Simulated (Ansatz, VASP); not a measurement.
## Two plane-wave programs on Bi

INCAR

```
SYSTEM = Bi
  ALGO = Fast
  EDIFF = 1E-6
  ENCUT = 520
  GGA = PE
  ISIF = 2
  ISMEAR = 0
  LASPH = .True.
  LCHARG = .True.
  LELF = .True.
  LREAL = .False.
  LVHAR = .True.
  LWAVE = .False.
  NBANDS = 14
  NELM = 100
  PREC = Accurate
  SIGMA = 0.1
```

The input KPOINTS:

```
k-points
0
Gamma
  16 16 16
  0 0 0
```

File POSCAR:

```
Bi
1.0
   -1.9511424753      1.9511424753      1.9511424753
    1.9511424753     -1.9511424753      1.9511424753
    1.9511424753      1.9511424753     -1.9511424753
Bi
1
Direct
    0.0000000000      0.0000000000      0.0000000000
```

Input for Ansatz:

```yaml
crystal:
  lattice:
    - [-1.9511424753, 1.9511424753, 1.9511424753]
    - [1.9511424753, -1.9511424753, 1.9511424753]
    - [1.9511424753, 1.9511424753, -1.9511424753]
  atoms:
    - { symbol: Bi, position: [0.0, 0.0, 0.0] }
basis:
  ecutwfc: 420
kpoints:
  mp_grid: { grid: [16, 16, 16] }
hamiltonian:
  xc: pbe
scf:
  occupations: { method: gaussian, width: 0.1 }
output:
  forces: true
  stress: true
  eigenvalues: true
```

Alike in both runs: task single point; functional PBE; k mesh 16 × 16 × 16; occupations gaussian, width 0.1 eV; no spin polarisation.

```csv
,VASP,Ansatz
version,VASP 6.6.1,Ansatz 0.2.0
potentials or method,"VASP PAW PBE potentials, release 64 (Bi_d), cutoff 520 eV","scalar-relativistic, plane waves, PAW"
valence electrons in the cell,15,15
```

VASP gave:

| Property | Result |
| --- | --- |
| gap on the k mesh at the Fermi level (eV) | none |
| pressure (GPa) | 3.5 |

Problem. What did Ansatz give for the same quantities?

Solution. gap on the k mesh at the Fermi level (eV): none; pressure (GPa): 3.6.

A gap of «none» marks a metal or a gap that the smearing closes. The functional is the same, so the differences come from potentials, cutoffs and numerics.

Neither program's run includes spin-orbit coupling.
